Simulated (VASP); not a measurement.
# Zn (Fm-3m) in VASP: further runs

Zn is run at these levels: PBE; tasks: single point, relaxation of cell and atoms.

All numbers are computed with VASP 6.6.1; they aren't measurements. Logs are shortened: lines on timing, memory, paths and dates and some standing lists are left out, and cuts for length are marked.

**1. The cell of the first run**

It takes space group Fm-3m (No. 225, cubic). The conventional cell has a = 3.931 Å, b = 3.931 Å, c = 3.931 Å, α = 90.00°, β = 90.00°, γ = 90.00°. Within 3.7 Å of Zn (site symmetry m-3m) lie 12 Zn at 2.78 Å.

**2. Single point, PBE**

File INCAR:

```
ALGO = Normal
EDIFF = 1E-6
ENCUT = 520
GGA = PE
ISIF = 2
ISMEAR = 1
LASPH = T
LCHARG = F
LREAL = F
LWAVE = F
NBANDS = 12
NELM = 80
PREC = Accurate
SIGMA = 0.1
```

File KPOINTS:

```
k-points
0
Gamma
  9 9 9
```

File POSCAR:

```
Zn
1.0
    0.0000000000      1.9656381552      1.9656381552
    1.9656381552      0.0000000000      1.9656381552
    1.9656381552      1.9656381552      0.0000000000
Zn
1
Direct
    0.0000000000      0.0000000000      0.0000000000
```

Potentials or basis: VASP PAW PBE potentials, release 64 (Zn).

The run is started by

```sh
$ cat potpaw_PBE.64/Zn/POTCAR > POTCAR
$ mpirun -np 1 vasp_std > vasp.out
```

OUTCAR:

```text
EDIFF = 1E-6
   ENCUT = 520
   GGA = PE
   ISIF = 2
   ISMEAR = 1
   LASPH = T
   LREAL = F
   NELM = 80
   PREC = Accurate

 ion  position               nearest neighbor table
   1  0.000  0.000  0.000-

  LATTYP: Found a face centered cubic cell.
 ALAT       =     3.9312763104

  Lattice vectors:

 A1 = (   0.0000000000,   1.9656381552,   1.9656381552)
 A2 = (   1.9656381552,   0.0000000000,   1.9656381552)
 A3 = (   1.9656381552,   1.9656381552,   0.0000000000)

Analysis of symmetry for initial positions (statically):
[... 33 lines left out ...]
                                     Primitive cell

  volume of cell :      15.1894

  direct lattice vectors                    reciprocal lattice vectors
     0.000000000  1.965638155  1.965638155    -0.254370317  0.254370317  0.254370317
     1.965638155  0.000000000  1.965638155     0.254370317 -0.254370317  0.254370317
     1.965638155  1.965638155  0.000000000     0.254370317  0.254370317 -0.254370317

  length of vectors
     2.779832138  2.779832138  2.779832138     0.440582312  0.440582312  0.440582312

  position of ions in fractional coordinates (direct lattice)
     0.000000000  0.000000000  0.000000000

  ion indices of the primitive-cell ions
   primitive index   ion index
                 1           1

----------------------------------------------------------------------------------------

 KPOINTS: k-points

Automatic generation of k-mesh.
 Grid dimensions read from file:
 generate k-points for:    9    9    9

 Generating k-lattice:

  Cartesian coordinates                     Fractional coordinates (reciprocal lattice)
    -0.028263369  0.028263369  0.028263369     0.111111111  0.000000000  0.000000000
     0.028263369 -0.028263369  0.028263369     0.000000000  0.111111111  0.000000000
     0.028263369  0.028263369 -0.028263369     0.000000000  0.000000000  0.111111111

  Length of vectors
     0.048953590  0.048953590  0.048953590

  Shift w.r.t. Gamma in fractional coordinates (k-lattice)
     0.000000000  0.000000000  0.000000000

 Subroutine IBZKPT returns following result:
 ===========================================

 Found     35 irreducible k-points:

 Following reciprocal coordinates:
            Coordinates               Weight
  0.000000  0.000000  0.000000      1.000000
  0.111111  0.000000  0.000000      8.000000
  0.222222  0.000000  0.000000      8.000000
  0.333333  0.000000  0.000000      8.000000
  0.444444  0.000000  0.000000      8.000000
  0.111111  0.111111  0.000000      6.000000
[... 16 lines left out ...]
 -0.333333  0.333333  0.000000     12.000000
  0.444444  0.444444  0.000000      6.000000
 [... further k-points ...]
   k-points           NKPTS =     35   k-points in BZ     NKDIM =     35   number of bands    NBANDS=     12
   number of dos      NEDOS =    301   number of ions     NIONS =      1
   total plane-waves  NPLWV =  13824
   dimension x,y,z NGX =    24 NGY =   24 NGZ =   24
   dimension x,y,z NGXF=    48 NGYF=   48 NGZF=   48
   ions per type =               1
   NGX,Y,Z   is equivalent  to a cutoff of  14.35, 14.35, 14.35 a.u.
   NGXF,Y,Z  is equivalent  to a cutoff of  28.71, 28.71, 28.71 a.u.
 SYSTEM =  unknown system
   PREC   = accura    normal or accurate (medium, high low for compatibility)
   ISTART =      0    job   : 0-new  1-cont  2-samecut
   ICHARG =      2    charge: 1-file 2-atom 10-const
   ISPIN  =      1    spin polarized calculation?
   LNONCOLLINEAR =      F non collinear calculations
   LSORBIT =      F    spin-orbit coupling
   LASPH  =      T    aspherical Exc in radial PAW
   ENCUT  =  520.0 eV  38.22 Ry    6.18 a.u.   5.17  5.17  5.17*2*pi/ulx,y,z
   NELM   =     80;   NELMIN=  2; NELMDL= -5     # of ELM steps
   EDIFF  = 0.1E-05   stopping-criterion for ELM
   LREAL  =      F    real-space projection
   EDIFFG = 0.1E-04   stopping-criterion for IOM
   NSW    =      0    number of steps for IOM
   IBRION =     -1    ionic relax: 0-MD 1-quasi-New 2-CG
   NFREE  =      0    steps in history (QN), initial steepest desc. (CG)
   ISIF   =      2    stress and relaxation
   ISYM   =      2    0-nonsym 1-usesym 2-fastsym
   POTIM  = 0.5000    time-step for ionic-motion
   TEBEG  =    0.0;   TEEND  =   0.0 temperature during run
   PSTRESS=    0.0 pullay stress
   NELECT =      12.0000    total number of electrons
   NUPDOWN=      -1.0000    fix difference up-down
   EMIN   =  10.00;   EMAX   =-10.00  energy-range for DOS
   EFERMI =   0.00;   METHOD = LEGACY
   ISMEAR =     1;   SIGMA  =   0.10  broadening in eV -4-tet -1-fermi 0-gaus
   EFERMI_NEDOS =   21; number of points for ismear=-14 and -15
   IALGO  =     38    algorithm
   IMIX   =      4    mixing-type and parameters
     AMIX     =   0.40;   BMIX     =  1.00
     AMIX_MAG =   1.60;   BMIX_MAG =  1.00
  volume/ion in A,a.u.               =      15.19       102.50
  Fermi-wavevector in a.u.,A,eV,Ry     =   1.513404  2.859920 31.162689  2.290393
  Thomas-Fermi vector in A             =   2.623200
   LORBIT       =      0    0 simple, 1 ext, 2 COOP (PROOUT), +10 PAW based schemes
   GGA     = PE    functional components
   LHFCALC =     F    Hartree Fock is set to
   AEXX    =    0.0000 exact exchange contribution
   IVDW    =     0    specifies the selected vdW correction
   LEPSILON=     F    determine dielectric tensor
   LRPA    =     F    only Hartree local field effects (RPA)
 non-spin polarized calculation
 Methfessel and Paxton  Order N= 1 SIGMA  =   0.10
  energy-cutoff  :      520.00
  volume of cell :       15.19
 maximum number of plane-waves:       419
 NGX is ok and might be reduce to    24
   NGX = 11   NGY = 11   NGZ = 11

 number of electron      12.0000008 magnetization

 Free energy of the ion-electron system (eV)
  ---------------------------------------------------
  ext. energy  EPLUGINS =         0.00000000
  ---------------------------------------------------
  free energy    TOTEN  =        -1.07357131 eV

  energy without entropy =       -1.07276602  energy(sigma->0) =       -1.07330288

 E-fermi :   2.9448     XC(G=0): -11.5701

 val. band max:        2.9200152482   @ k =  -0.4444   0.2222   0.0000
 cond. band min:       3.2450707183   @ k =  -0.3333   0.4444   0.2222
 fundamental gap:      0.3250554702
 Fermi energy:         2.9448402949

 k-point     1 :       0.0000    0.0000    0.0000
  band No.  band energies     occupation
      1      -7.2695      2.00000
      2      -4.5427      2.00000
      3      -4.5427      2.00000
      4      -4.5427      2.00000
      5      -4.1640      2.00000
      6      -4.1640      2.00000
      7      21.3259      0.00000
      8      21.3259      0.00000
      9      21.3259      0.00000
     10      21.9575      0.00000
     11      24.1052      0.00000
     12      24.1052      0.00000

 k-point     2 :       0.1111    0.0000    0.0000
  band No.  band energies     occupation
      1      -6.9008      2.00000
      2      -4.5683      2.00000
      3      -4.5043      2.00000
      4      -4.5043      2.00000
      5      -4.1728      2.00000
      6      -4.1728      2.00000
      7      16.8870      0.00000
      8      20.4040      0.00000
      9      20.4040      0.00000
     10      21.6539      0.00000
     11      25.6518      0.00000
     12      25.6518      0.00000

 k-point     3 :       0.2222    0.0000    0.0000
  band No.  band energies     occupation
      1      -5.9179      2.00000
      2      -4.5010      2.00000
      3      -4.4604      2.00000
      4      -4.4604      2.00000
      5      -4.1382      2.00000
      6      -4.1382      2.00000
      7      11.6189      0.00000
      8      19.2861      0.00000
      9      19.2861      0.00000
     10      21.3069      0.00000
     11      25.5524      0.00000
     12      25.5525      0.00000

 k-point     4 :       0.3333    0.0000    0.0000
  band No.  band energies     occupation
      1      -5.2961      2.00000
      2      -4.4966      2.00000
      3      -4.4966      2.00000
      4      -4.0069      2.00000
      5      -4.0069      2.00000
      6      -3.3247      2.00000
      7       6.8979      0.00000
      8      18.6067      0.00000
      9      18.6068      0.00000
     10      20.8663      0.00000
     11      23.3681      0.00000
     12      23.3681      0.00000

 k-point     5 :       0.4444    0.0000    0.0000
  band No.  band energies     occupation
      1      -5.2694      2.00000
      2      -4.5408      2.00000
      3      -4.5408      2.00000
      4      -3.8970      2.00000
      5      -3.8970      2.00000
      6      -0.8364      2.00000
      7       2.8932      1.75771
      8      18.3370      0.00000
      9      18.3370      0.00000
     10      20.5463      0.00000
     11      22.1688      0.00000
     12      22.1688      0.00000
[... 228 lines left out ...]
      1      -5.0978      2.00000
      2      -5.0226      2.00000
      3      -4.0343      2.00000
      4      -4.0249      2.00000
      5      -3.8629      2.00000
      6      -0.4576      2.00000
      7       8.7444      0.00000
      8       9.6020      0.00000
      9      12.4235      0.00000
     10      16.1370      0.00000
     11      19.1205      0.00000
     12      34.1576      0.00000

 k-point    22 :      -0.4444    0.3333    0.0000
  band No.  band energies     occupation
      1      -5.0459      2.00000
      2      -4.8867      2.00000
      3      -4.2009      2.00000
      4      -4.0805      2.00000
      5      -3.8699      2.00000
      6       2.1681      2.00000
      7       5.5930      0.00000
      8       7.0893      0.00000
      9      12.8574      0.00000
     10      16.4297      0.00000
     11      23.5270      0.00000
     12      32.4279      0.00000

 k-point    23 :      -0.3333    0.3333    0.0000
  band No.  band energies     occupation
      1      -4.9227      2.00000
      2      -4.6755      2.00000
      3      -4.4337      2.00000
      4      -4.1646      2.00000
      5      -3.9718      2.00000
      6       2.3488      2.00000
      7       5.0395      0.00000
      8       6.4408      0.00000
      9      14.1533      0.00000
     10      17.2146      0.00000
     11      28.6677      0.00000
     12      31.1053      0.00000

 k-point    24 :       0.4444    0.4444    0.0000
  band No.  band energies     occupation
      1      -5.2077      2.00000
      2      -5.1334      2.00000
      3      -3.9033      2.00000
      4      -3.8362      2.00000
      5      -3.8362      2.00000
      6       0.9315      2.00000
      7       6.1845      0.00000
      8      11.6565      0.00000
      9      11.6566      0.00000
     10      15.2308      0.00000
     11      16.3746      0.00000
     12      38.7499      0.00000

 [... further k-points ...]
[... 5 lines left out ...]
  --------------------------------------------------------------------------------------
  -------------------------------------------------------------------------------------
  Total        0.0388932      0.0388932      0.0388932     -0.0000000     -0.0000000      0.0000000
  in kB        4.1024537      4.1024537      4.1024537     -0.0000000     -0.0000000      0.0000000
  external PRESSURE =       4.1024537 kB  Pullay stress =       0.0000000 kB

 VOLUME and BASIS-vectors are now :
 -----------------------------------------------------------------------------
  energy-cutoff  :      520.00
  volume of cell :       15.19
      direct lattice vectors                 reciprocal lattice vectors
     0.000000000  1.965638155  1.965638155    -0.254370317  0.254370317  0.254370317
     1.965638155  0.000000000  1.965638155     0.254370317 -0.254370317  0.254370317
     1.965638155  1.965638155  0.000000000     0.254370317  0.254370317 -0.254370317

 POSITION                                       TOTAL-FORCE (eV/Angst)
 -----------------------------------------------------------------------------------
      0.00000      0.00000      0.00000         0.000000      0.000000      0.000000
 -----------------------------------------------------------------------------------
    total drift:                               -0.000000     -0.000000     -0.000000

  FREE ENERGIE OF THE ION-ELECTRON SYSTEM (eV)
  ---------------------------------------------------
  free  energy   TOTEN  =        -1.0735713127 eV

  energy  without entropy=       -1.0727660240  energy(sigma->0) =       -1.07330288
```

It took 11 s on 1 thread of AMD EPYC 7R43 (Zen 3), shared host; peak memory 0.1 GiB.

Results:

| Item | Value |
| --- | --- |
| Free energy | -1.0736 eV |
| Pressure | 0.4 GPa |
| Band gap on the k mesh | zero (band 6 reaches 3.80 eV, above the bottom of band 7 at 2.13 eV) |

Levels at points of the mesh, in eV from the Fermi level:
| k point | band 3 | band 4 | band 5 | band 6 | band 7 | band 8 | band 9 | band 10 |
| --- | --- | --- | --- | --- | --- | --- | --- | --- |
| (0.00, 0.00, 0.00) | -7.49 | -7.49 | -7.11 | -7.11 | 18.38 | 18.38 | 18.38 | 19.01 |

**3. Relaxation of cell and atoms, PBE**

File INCAR:

```
ALGO = Normal
EDIFF = 1E-7
EDIFFG = -0.02
ENCUT = 600
GGA = PE
IBRION = 2
ISIF = 3
ISMEAR = 1
LASPH = True
LCHARG = False
LREAL = False
LWAVE = False
NELM = 100
NSW = 80
PREC = Accurate
SIGMA = 0.1
```

KPOINTS is that of step 2.

POSCAR is that of step 2.

Potentials or basis: VASP PAW PBE potentials, release 64 (Zn).

The run is started by

```sh
$ cat potpaw_PBE.64/Zn/POTCAR > POTCAR
$ mpirun -np 1 vasp_std > vasp.out
```

It took 20 s on 1 thread of AMD EPYC 7R43 (Zen 3), shared host; peak memory 0.1 GiB.

The run converged. Its results:

- Free energy: -1.0734 eV
- Relaxed volume: 15.25 Å³/atom
- Relaxed cell: a = 2.783 Å, b = 2.783 Å, c = 2.783 Å, α = 60.00°, β = 60.00°, γ = 60.00°
- Space group after relaxing (to 0.05 Å): Fm-3m (No. 225)
- Energy gained by relaxing: 0.0 meV/atom
- Ionic steps: 2
- Pressure after relaxing: 0.0 GPa
- Band gap on the k mesh: zero (band 6 reaches 3.78 eV, above the bottom of band 7 at 2.10 eV)

Final structure:
```xyz
1
Lattice="0.0000 1.9681 1.9681 1.9681 0.0000 1.9681 1.9681 1.9681 0.0000" Properties=species:S:1:pos:R:3 pbc="T T T"
Zn    0.0000    0.0000    0.0000
```

Levels at points of the mesh, in eV from the Fermi level:
```
           k point  band 2  band 3  band 4  band 5  band 6  band 7  band 8  band 9  band 10
(0.00, 0.00, 0.00)   -7.47   -7.47   -7.47   -7.10   -7.10   18.33   18.33   18.33    18.99
```
